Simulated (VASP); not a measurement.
Fe, 2 atoms in the cell. It takes space group P6_3/mmc (No. 194, hexagonal). Conventional cell: a = 2.538 Å, b = 2.538 Å, c = 4.009 Å, α = 90.00°, β = 90.00°, γ = 120.00°. Fe (site symmetry -6m2) has 12 Fe at 2.48 to 2.54 Å within 3.3 Å. This isn't the form of Fe at room conditions, which is bcc.

* Program: VASP 6.6.1
* Task: single point
* Functional: revPBE
* Potentials or basis: VASP PAW PBE potentials, release 64 (Fe_sv)
* Cutoff: 690 eV
* k mesh: 16 × 16 × 9
* Occupations: fermi-dirac, width 0.05 eV
* Spin: collinear spin, antiferromagnetic start
* Starting moments: [2.5, -2.5] μB
* Dipole correction: no
* Further INCAR settings: ALGO = Normal; EDIFF = 1e-06; NBANDS = 27

Potentials or basis: VASP PAW PBE potentials, release 64 (Fe_sv).

Launch:

```sh
$ cat potpaw_PBE.64/Fe_sv/POTCAR > POTCAR
$ mpirun -np 1 vasp_std > vasp.out
```

Hardware: 1 thread of AMD EPYC 9R45 96-Core Processor (Zen 5), on a shared host.

Estimate the wall time of this run.

It took 3.1 min on 1 thread of AMD EPYC 9R45 96-Core Processor (Zen 5) (shared host), peak memory 0.27 GiB. Counts: scf iterations 17, k points 150.
